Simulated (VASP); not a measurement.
Write the native input for VASP 6.6.1 that does the following.

```
Task                   : relaxation of the atoms
Functional             : PBE
Potentials or basis    : VASP PAW PBE potentials, release 64 (Sn_d, Se)
Cutoff                 : 520 eV
k mesh                 : 12 × 12 × 4
Occupations            : gaussian, width 0.02 eV
Spin                   : no spin polarisation
Dipole correction      : no
Further INCAR settings : ALGO = Normal; EDIFF = 1e-06; IBRION = 2; EDIFFG = -0.008; NSW = 60
```

The structure of SnSe2 lies in POSCAR:

```
SnSe2
1.0
    3.8716723131      0.0000000000      0.0000000000
   -1.9358361566      3.3529665783      0.0000000000
    0.0000000000      0.0000000000      6.8316790055
Sn Se
1 2
Direct
    0.0000000000      0.0000000000      0.0000000000
    0.6666666667      0.3333333333      0.7712614522
    0.3333333333      0.6666666667      0.2287385478
```

This cell differs from its parent crystal: strain along c alone, the other axes held: -2.0 %.

These files were run (other wordings do the same):

INCAR

```
SYSTEM = SnSe2
  ALGO = Normal
  EDIFF = 1E-6
  EDIFFG = -0.008
  ENCUT = 520
  GGA = PE
  IBRION = 2
  ISIF = 2
  ISMEAR = 0
  LASPH = .True.
  LCHARG = .False.
  LREAL = .False.
  LWAVE = .False.
  NELM = 80
  NSW = 60
  PREC = Accurate
  SIGMA = 0.02
```

KPOINTS

```
k-points
0
Gamma
  12 12 4
  0 0 0
```

Potentials or basis: VASP PAW PBE potentials, release 64 (Sn_d, Se).

Launch:

```sh
$ cat potpaw_PBE.64/Sn_d/POTCAR potpaw_PBE.64/Se/POTCAR > POTCAR
$ mpirun -np 1 vasp_std > vasp.out
```

Results of the run:

```json
{
  "Energy gained by relaxing": "3.3 meV/atom",
  "Ionic steps": "3",
  "Pressure after relaxing": "0.1 GPa",
  "Largest force after relaxing": "0.004 eV/Å",
  "Band gap on the k mesh": "0.69 eV (least direct gap 1.09 eV)"
}
```

Caveat: the cell differs from its parent crystal (strain along c alone, the other axes held: -2.0 %); spin-orbit coupling is left out, which moves the levels of the heavy elements; this functional lacks dispersion, which binds the layers, so the pressure and a relaxed spacing across them are unreliable.

It took 3.2 min on 1 thread of Oxide Virtual Turin-like Processor (shared host), peak memory 0.25 GiB.
